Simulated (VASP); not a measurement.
Wanted: the native input for a VASP 6.6.1 run.

| Property | Result |
| --- | --- |
| Task | relaxation of cell and atoms |
| Functional | PBEsol |
| Potentials or basis | VASP PAW PBE potentials, release 64 (Ge_d) |
| Cutoff | 600 eV |
| k mesh | 8 × 8 × 8 |
| Occupations | fermi-dirac, width 0.05 eV |
| Spin | no spin polarisation |
| Target pressure | 30 GPa |
| Dipole correction | no |
| Further INCAR settings | ALGO = Normal; EDIFF = 1e-07; IBRION = 2; EDIFFG = -0.005; NSW = 80; ISIF = 3 |

The structure of Ge lies in POSCAR:

```
Ge
1.0
    0.0000000000      2.8289100000      2.8289100000
    2.8289100000      0.0000000000      2.8289100000
    2.8289100000      2.8289100000      0.0000000000
Ge
2
Direct
    0.7500000000      0.7500000000      0.7500000000
    0.5000000000      0.5000000000      0.5000000000
```

The input as run:

INCAR

```
SYSTEM = Ge
  PREC = Accurate
  ENCUT = 600
  EDIFF = 1E-7
  ISMEAR = -1
  SIGMA = 0.05
  LREAL = .FALSE.
  LASPH = .TRUE.
  NELM = 100
  ALGO = Normal
  ISIF = 3
  LWAVE = .FALSE.
  LCHARG = .FALSE.
  GGA = PS
  IBRION = 2
  NSW = 80
  EDIFFG = -0.005
  PSTRESS = 300.0
```

KPOINTS

```
regular mesh
0
G
  8 8 8
  0 0 0
```

Potentials or basis: VASP PAW PBE potentials, release 64 (Ge_d).

Launch:

```sh
$ cat potpaw_PBE.64/Ge_d/POTCAR > POTCAR
$ mpirun -np 1 vasp_std > vasp.out
```

Results of the run:

- Relaxed volume: 17.82 Å³/atom
- Relaxed cell: a = 3.694 Å, b = 3.694 Å, c = 3.694 Å, α = 60.00°, β = 60.00°, γ = 60.00°
- Space group after relaxing (to 0.05 Å): Fd-3m (No. 227)
- Energy change on relaxing (the enthalpy is what falls): +370.5 meV/atom
- Ionic steps: 5
- Pressure after relaxing: 30.0 GPa
- Band gap on the k mesh: 0.09 eV, indirect (least direct gap 2.35 eV)

Caveat: the cell is relaxed towards a set pressure, so the enthalpy falls and the energy may rise; the volume moved by over 15 % at a fixed basis, so the end points are rough; the PAW data sets were made with another functional, which shifts forces and pressure a little.

Wall time 64 s on 1 thread of Intel(R) Xeon(R) Platinum 8488C (Sapphire Rapids) (shared host), peak memory 0.19 GiB.
